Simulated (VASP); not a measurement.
Runs of VASP 6.6.1 on AlCo (WC type). The structure is that of space group P-6m2 (No. 187), or close to it. The cells are those of the table. 

```csv
task,cell,cutoff (eV),gap on the mesh (eV),pressure (GPa)
single point,"a = 2.200, b = 2.200, c = 3.206 Å, angles 90.0, 90.0, 120.0°, 2 atoms",520,none,341.9
single point,"a = 2.415, b = 2.415, c = 3.485 Å, angles 90.0, 90.0, 120.0°, 2 atoms",520,none,(b)
relaxation of shape and atoms at fixed volume,"relaxed from a = 2.447, b = 2.447, c = 3.394 Å, angles 90.0, 90.0, 120.0°, 2 atoms",600,none,105.5
single point,"a = 2.317, b = 2.317, c = 3.365 Å, angles 90.0, 90.0, 120.0°, 2 atoms",520,none,184.8
single point,"a = 2.509, b = 2.509, c = 3.588 Å, angles 90.0, 90.0, 120.0°, 2 atoms",520,none,57.1
single point,"a = 2.599, b = 2.599, c = 3.678 Å, angles 90.0, 90.0, 120.0°, 2 atoms",520,none,(a)
```

Alike in all rows: level PBE; potentials or basis VASP PAW PBE potentials, release 64 (Co, Al); no spin polarisation; k mesh 15 × 15 × 14; smearing fermi-dirac 0.1 eV.

**Question.** Estimate the missing entries.

**Answer.** (a) 26.5; (b) 105.6.

Caveats: the run has no spin polarisation, though such a crystal can be magnetic; the cell stands under pressure (at least some runs).

A gap of «none» marks levels without a gap at the run's occupations.
